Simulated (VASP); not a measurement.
# W: single point with LDA

Crystal: W.

```
W
1.0
    -1.56785    1.56785    1.56785
     1.56785   -1.56785    1.56785
     1.56785    1.56785   -1.56785
W
1
Direct
  0.00000 0.00000 0.00000
```

```
Program             : VASP 6.6.1
Task                : single point
Functional          : LDA
Potentials or basis : VASP PAW LDA potentials, release 64 (W_sv)
Cutoff              : 520 eV
k mesh              : 18 × 18 × 18
Occupations         : gaussian, width 0.05 eV
Spin                : no spin polarisation
```

```json
{
 "Pressure": "2.1 GPa",
 "Band gap on the k mesh": "zero (band 7 reaches 17.08 eV, above the bottom of band 8 at 10.42 eV)"
}
```

Levels at points of the mesh, in eV from the Fermi level:
```csv
k point,band 4,band 5,band 6,band 7,band 8,band 9,band 10,band 11
"(0.00, 0.00, 0.00)",-37.46,-9.68,-1.29,-1.29,-1.29,2.27,2.27,14.65
"(0.50, 0.00, 0.00)",-37.47,-6.42,-3.71,0.96,2.19,3.18,6.40,11.56
"(0.50, 0.50, 0.50)",-38.46,-6.06,-6.06,5.37,5.37,5.37,8.60,8.60
```

Wall time 15 s on 1 thread of AMD EPYC 9R45 96-Core Processor (Zen 5), with other jobs on the host, peak memory 0.11 GiB.

Caveat: spin-orbit coupling is left out, which moves the levels of the heavy elements.
